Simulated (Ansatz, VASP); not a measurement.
## One calculation of SrO, two programs

```
CELL_PARAMETERS angstrom
0.00000 2.56630 2.56630
2.56630 0.00000 2.56630
2.56630 2.56630 0.00000
ATOMIC_POSITIONS crystal
Sr 0.50000 0.50000 0.50000
O 0.00000 0.00000 0.00000
```

Alike in both runs: task relaxation of cell and atoms; functional PBE; k mesh 10 × 10 × 10; occupations fermi-dirac, width 0.02 eV; no spin polarisation.

```csv
,VASP,Ansatz
version,VASP 6.6.1,Ansatz 0.2.0
potentials or method,"VASP PAW PBE potentials, release 64 (Sr_sv, O), cutoff 600 eV",PAW plane waves
valence electrons in the cell,16,16
```

Ansatz gave:

| Quantity | Value |
| --- | --- |
| gap on the k mesh at the Fermi level, each at its own relaxed structure (eV) | 3.33 |
| relaxed volume (Å³/atom) | 17.53 |
| relaxed cell length with the largest relative difference (Å) | 3.673 |

Question: What did VASP give for the same quantities?

Answer: gap on the k mesh at the Fermi level, each at its own relaxed structure (eV): 3.28; relaxed volume (Å³/atom): 17.62; relaxed cell length with the largest relative difference (Å): 3.680.
